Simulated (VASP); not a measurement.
# GaAs (F-43m) in VASP: a series of runs, part 2 of 2

VASP 6.6.1. The steps go on from the part before.

### 3 Single point, PBE

This run uses another cell than the first one, of 22.59 Å³/atom.

File INCAR:

```
SYSTEM = GaAs
PREC = Accurate
ENCUT = 520
EDIFF = 1E-7
ISMEAR = 0
SIGMA = 0.05
LREAL = .FALSE.
LASPH = .TRUE.
NELM = 100
ALGO = Normal
ISIF = 2
LWAVE = .FALSE.
LCHARG = .FALSE.
GGA = PE
NBANDS = 16
```

File KPOINTS:

```
regular mesh
0
G
  10 10 10
  0 0 0
```

File POSCAR:

```
GaAs
1.0
    0.0000000000      2.8268500000      2.8268500000
    2.8268500000      0.0000000000      2.8268500000
    2.8268500000      2.8268500000      0.0000000000
Ga As
1 1
Direct
    0.0000000000      0.0000000000      0.0000000000
    0.2500000000      0.2500000000      0.2500000000
```

Potentials or basis: VASP PAW PBE potentials, release 64 (Ga_d, As).

Command:

```bash
> cat potpaw_PBE.64/Ga_d/POTCAR potpaw_PBE.64/As/POTCAR > POTCAR
> mpirun -np 1 vasp_std > vasp.out
```

OUTCAR:

```text
SYSTEM = GaAs
   PREC = Accurate
   ENCUT = 520
   EDIFF = 1E-7
   ISMEAR = 0
   LREAL = .FALSE.
   LASPH = .TRUE.
   NELM = 100
   ISIF = 2
   GGA = PE

 ion  position               nearest neighbor table
   1  0.000  0.000  0.000-   2 2.45   2 2.45   2 2.45   2 2.45
   2  0.250  0.250  0.250-   1 2.45   1 2.45   1 2.45   1 2.45

  LATTYP: Found a face centered cubic cell.
 ALAT       =     5.6537000000

  Lattice vectors:

 A1 = (   0.0000000000,   2.8268500000,   2.8268500000)
 A2 = (   2.8268500000,   0.0000000000,   2.8268500000)
 A3 = (   2.8268500000,   2.8268500000,   0.0000000000)

Analysis of symmetry for initial positions (statically):
=====================================================================
 Subroutine PRICEL returns:
 Original cell was already a primitive cell.

 Routine SETGRP: Setting up the symmetry group for a
 face centered cubic supercell.

 Subroutine GETGRP returns: Found 24 space group operations
 (whereof 24 operations were pure point group operations)
 out of a pool of 48 trial point group operations.

The static configuration has the point symmetry T_d .

Analysis of symmetry for dynamics (positions and initial velocities):
[... 163 lines left out ...]
 cond. band min:       4.4518661543   @ k =   0.0000   0.0000   0.0000
 fundamental gap:      0.5206616889
 Fermi energy:         4.1777270048

 k-point     1 :       0.0000    0.0000    0.0000
  band No.  band energies     occupation
      1     -10.8751      2.00000
      2     -10.8751      2.00000
      3     -10.8751      2.00000
      4     -10.7959      2.00000
      5     -10.7959      2.00000
      6      -8.7943      2.00000
[... 433 lines left out ...]
      3     -10.8376      2.00000
      4     -10.8136      2.00000
      5     -10.7864      2.00000
      6      -7.0587      2.00000
[... 8 lines left out ...]
     15      16.1929      0.00000
     16      16.7784      0.00000

 [... further k-points ...]

------------------------ aborting loop because EDIFF is reached ----------------------------------------

  FORCE on cell =-STRESS in cart. coord.  units (eV):
  Direction    XX          YY          ZZ          XY          YZ          ZX
  --------------------------------------------------------------------------------------
  -------------------------------------------------------------------------------------
  Total        0.9810409      0.9810409      0.9810409     -0.0000000     -0.0000000      0.0000000
  in kB       34.7903992     34.7903992     34.7903992     -0.0000000     -0.0000000      0.0000000
  external PRESSURE =      34.7903992 kB  Pullay stress =       0.0000000 kB

 VOLUME and BASIS-vectors are now :
 -----------------------------------------------------------------------------
  energy-cutoff  :      520.00
  volume of cell :       45.18
      direct lattice vectors                 reciprocal lattice vectors
     0.000000000  2.826850000  2.826850000    -0.176875321  0.176875321  0.176875321
     2.826850000  0.000000000  2.826850000     0.176875321 -0.176875321  0.176875321
     2.826850000  2.826850000  0.000000000     0.176875321  0.176875321 -0.176875321

 POSITION                                       TOTAL-FORCE (eV/Angst)
 -----------------------------------------------------------------------------------
      0.00000      0.00000      0.00000         0.000000     -0.000000     -0.000000
      1.41342      1.41342      1.41342        -0.000000      0.000000      0.000000
 -----------------------------------------------------------------------------------
    total drift:                                0.000002      0.000002      0.000002

  FREE ENERGIE OF THE ION-ELECTRON SYSTEM (eV)
  ---------------------------------------------------
  free  energy   TOTEN  =        -8.2508669535 eV

  energy  without entropy=       -8.2508669535  energy(sigma->0) =       -8.25086695
```

OSZICAR:

```text
N       E                     dE             d eps       ncg     rms          rms(c)
DAV:   1     0.821963585018E+02    0.82196E+02   -0.89331E+03  1520   0.153E+03
DAV:   2    -0.178616410345E+01   -0.83983E+02   -0.80181E+02  1704   0.306E+02
DAV:   3    -0.831472705942E+01   -0.65286E+01   -0.65063E+01  1832   0.663E+01
DAV:   4    -0.840904350359E+01   -0.94316E-01   -0.94302E-01  1872   0.892E+00
DAV:   5    -0.841036603272E+01   -0.13225E-02   -0.13225E-02  1920   0.956E-01    0.290E+00
DAV:   6    -0.826927105501E+01    0.14109E+00   -0.21083E-01  2264   0.792E+00    0.175E+00
DAV:   7    -0.824954420412E+01    0.19727E-01   -0.63587E-02  1888   0.181E+00    0.561E-01
DAV:   8    -0.825035661972E+01   -0.81242E-03   -0.10212E-02  1784   0.114E+00    0.109E-01
DAV:   9    -0.825075068742E+01   -0.39407E-03   -0.93534E-04  1864   0.358E-01    0.502E-02
DAV:  10    -0.825081638252E+01   -0.65695E-04   -0.71660E-05  2000   0.883E-02    0.273E-02
DAV:  11    -0.825086637318E+01   -0.49991E-04   -0.70251E-05  1712   0.630E-02    0.307E-03
DAV:  12    -0.825086665414E+01   -0.28096E-06   -0.11830E-06  1880   0.152E-02    0.143E-03
DAV:  13    -0.825086696367E+01   -0.30952E-06   -0.52513E-07  1856   0.504E-03    0.668E-04
DAV:  14    -0.825086695348E+01    0.10187E-07   -0.82690E-09  1416   0.942E-04
   1 F= -.82508670E+01 E0= -.82508670E+01  d E =-.234702E-14
```

stdout:

```text
POSCAR found type information on POSCAR GaAs
 POSCAR found :  2 types and       2 ions
 scaLAPACK will be used
 LDA part: xc-table for (Slater+PW92), standard interpolation
 POSCAR, INCAR and KPOINTS ok, starting setup
 FFT: planning ... GRIDC
 FFT: planning ... GRID_SOFT
 FFT: planning ... GRID
 WAVECAR not read
 entering main loop
```

It took 79 s on 1 thread of Intel Xeon 8259CL, shared host; peak memory 0.19 GiB.

What came out:

| Item | Value |
| --- | --- |
| Free energy | -8.2509 eV |
| Pressure | 3.5 GPa |
| Band gap on the k mesh | 0.52 eV |

Caveat: the cell stands under pressure. A k mesh can miss the band edges.

### 4 Single point, LDA

This run uses another cell than the first one, of 22.59 Å³/atom.

File INCAR:

```
ALGO = Normal
EDIFF = 1E-7
ENCUT = 520
ISIF = 2
ISMEAR = 0
LASPH = T
LCHARG = T
LELF = T
LREAL = F
LVHAR = T
LWAVE = F
NBANDS = 16
NELM = 80
PREC = Accurate
SIGMA = 0.05
```

File KPOINTS:

```
k-points
0
Gamma
  10 10 10
```

POSCAR is that of step 3.

Potentials or basis: VASP PAW LDA potentials, release 64 (Ga_d, As).

Command:

```bash
> cat potpaw_LDA.64/Ga_d/POTCAR potpaw_LDA.64/As/POTCAR > POTCAR
> mpirun -np 1 vasp_std > vasp.out
```

It took 67 s on 1 thread of Intel Xeon 8259CL, shared host; peak memory 0.17 GiB.

Results (log left out):

```yaml
Free_energy: -9.6360 eV
Pressure: -1.6 GPa
Band_gap_on_the_k_mesh: 0.33 eV
```

Levels at points of the mesh, in eV from the valence-band top:
```csv
k point,band 5,band 6,band 7,band 8,band 9,band 10,band 11,band 12,band 13,band 14
"(0.00, 0.00, 0.00)",-14.85,-12.76,0.00,0.00,0.00,0.33,3.67,3.67,3.67,7.34
"(0.50, 0.00, 0.00)",-14.85,-11.00,-6.69,-1.15,-1.15,0.86,4.58,4.58,7.57,10.20
"(0.50, 0.50, 0.00)",-14.84,-10.26,-6.87,-2.69,-2.69,1.34,1.55,10.04,10.04,10.79
```

### 5 Overview

| level | potentials or basis | cell | gap on the mesh (eV) | pressure (GPa) |
| --- | --- | --- | --- | --- |
| PBE | VASP PAW PBE potentials, release 64 (Ga_d, As) | a = 3.860 Å, angles 60.0°, 2 atoms | 1.24 | 13.6 |
| PBE | VASP PAW PBE potentials, release 64 (Ga_d, As) | a = 3.998 Å, angles 60.0°, 2 atoms | 0.52 | 3.5 |
| LDA | VASP PAW LDA potentials, release 64 (Ga_d, As) | a = 3.998 Å, angles 60.0°, 2 atoms | 0.33 | -1.6 |

Alike in all rows: task single point; no spin polarisation; k mesh 10 × 10 × 10; cutoff (eV) 520; smearing gaussian 0.05 eV.

Caveats: the cell stands under pressure (at least some runs).

Absolute energies hang on the potentials; compare differences alone.
